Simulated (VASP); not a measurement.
Here is a VASP 6.6.1 calculation.

INCAR

```
SYSTEM = Dy2H
PREC = Accurate ; ENCUT = 500
EDIFF = 1E-6 ; ISMEAR = 0
SIGMA = 0.2 ; LREAL = .False.
LASPH = .True. ; NELM = 200
ALGO = Normal ; ISIF = 2
LWAVE = .False. ; LCHARG = .False.
GGA = PE ; NBANDS = 28
GGA_COMPAT = .False. ; LMAXMIX = 6
```

Contents of KPOINTS:

```
Automatic mesh
0
Gamma
  6 6 2
  0 0 0
```

File POSCAR:

```
Dy2H
1.0
    3.6159312162      0.0000000000      0.0000000000
    0.0000000000      3.6159312162      0.0000000000
    0.0000000000      0.0000000000     10.4345336039
Dy H
4 2
Direct
    0.0000000000      0.5000000000      0.3824800182
    0.0000000000      0.5000000000      0.8824800182
    0.5000000000      0.0000000000      0.1175199818
    0.5000000000      0.0000000000      0.6175199818
    0.0000000000      0.0000000000      0.0000000000
    1.0000000000      0.0000000000      0.5000000000
```

Potentials or basis: VASP PAW PBE potentials, release 64 (Dy_3, H), 4f in core.

Launch:

```sh
$ cat potpaw_PBE.64/Dy_3/POTCAR potpaw_PBE.64/H/POTCAR > POTCAR
$ mpirun -np 1 vasp_std > vasp.out
```

(1) Predict the band gap on the k mesh.

(2) Predict the pressure.

## Answers

(1) zero (bands 19 and 20 overlap by 1.15 eV).

(2) 0.3 GPa.

Caveat: spin-orbit coupling is left out, which moves the levels of the heavy elements; the 4f electrons are frozen in the core, so they carry no moment and show no levels.
